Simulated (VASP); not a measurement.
A run of VASP 6.6.1 is set up as follows.

The input POSCAR:

```
InAs
1.0
    0.0000000000      2.9696739469      2.9696739469
    2.9696739469      0.0000000000      2.9696739469
    2.9696739469      2.9696739469      0.0000000000
In As
1 1
Direct
    0.0000000000      0.0000000000      0.0000000000
    0.2500000000      0.2500000000      0.2500000000
```

File INCAR.step1:

```
SYSTEM = InAs
ALGO     = Normal         ! electronic algorithm
EDIFF    = 1E-5           ! SCF threshold, eV
ENCUT    = 560            ! plane-wave cutoff, eV
GGA      = PE             ! functional
GGA_COMPAT= .FALSE.      
ISMEAR   = -1             ! smearing method
LASPH    = .TRUE.         ! aspherical terms in the spheres
LCHARG   = .FALSE.        ! write CHGCAR
LREAL    = .FALSE.        ! projectors in reciprocal space
LWAVE    = .TRUE.         ! write WAVECAR
NBANDS   = 21             ! bands
NELM     = 120            ! most SCF steps
PREC     = Accurate       ! precision mode
SIGMA    = 0.02           ! smearing width, eV
```

File INCAR.step2:

```
SYSTEM = InAs
ALGO     = Normal         ! electronic algorithm
EDIFF    = 1E-6           ! SCF threshold, eV
ENCUT    = 560            ! plane-wave cutoff, eV
GGA_COMPAT= .FALSE.      
ISIF     = 2              ! what is computed and relaxed
ISMEAR   = -1             ! smearing method
ISTART   = 1            
LASPH    = .TRUE.         ! aspherical terms in the spheres
LCHARG   = .TRUE.         ! write CHGCAR
LELF     = .TRUE.         ! ELF
LMIXTAU  = .TRUE.       
LREAL    = .FALSE.        ! projectors in reciprocal space
LVHAR    = .TRUE.       
LWAVE    = .FALSE.        ! write WAVECAR
METAGGA  = R2SCAN         ! meta-GGA
NBANDS   = 21             ! bands
NELM     = 120            ! most SCF steps
PREC     = Accurate       ! precision mode
SIGMA    = 0.02           ! smearing width, eV
```

The input KPOINTS:

```
k-points
0
G
  8 8 8
  0 0 0
```

Potentials or basis: VASP PAW PBE potentials, release 64 (In_d, As_d).

The run is started by

```bash
$ cat potpaw_PBE.64/In_d/POTCAR potpaw_PBE.64/As_d/POTCAR > POTCAR
$ cp INCAR.step1 INCAR
$ mpirun -np 1 vasp_std > vasp.out
$ cp INCAR.step2 INCAR
$ mpirun -np 1 vasp_std > vasp.out
```

Estimate the band gap on the k mesh.

0.54 eV.

Estimate the pressure.

5.9 GPa.

Caveat: the cell differs from its parent crystal (strain -2.8%); the cell stands under pressure; semilocal functionals underestimate gaps, and a narrow one can read as zero; the PAW data sets were made with another functional, which shifts forces and pressure a little; spin-orbit coupling is left out, which moves the levels of the heavy elements.
